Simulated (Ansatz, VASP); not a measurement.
One calculation of PbS, two programs

```
Pb S
1.0
     2.10051    1.21273    3.43019
    -2.10051    1.21273    3.43019
     0.00000   -2.42546    3.43019
Pb S
1 1
Cartesian
  0.0000 0.0000 10.0657
  0.0000 0.0000 4.9133
```

Alike in both runs: task single point; functional r2SCAN; k mesh 6 × 6 × 6; no spin polarisation.

|  | VASP | Ansatz |
| --- | --- | --- |
| version | VASP 6.6.1 | Ansatz 0.2.0 |
| potentials or method | VASP PAW PBE potentials, release 64 (Pb_d, S) | plane waves |
| plane-wave cutoff (eV) | 520 | 500 |
| occupations | gaussian, width 0.01 eV | fixed |
| valence electrons in the cell | 20 | 20 |

|  | VASP | Ansatz | Ansatz less VASP |
| --- | --- | --- | --- |
| gap on the k mesh at the Fermi level (eV) | 0.64 | 0.63 | -0.010 |
| pressure (GPa) | 1.0 | 1.0 | +0.02 |

VASP's potentials were made for PBE, not for r2SCAN.

Neither program's run includes spin-orbit coupling.
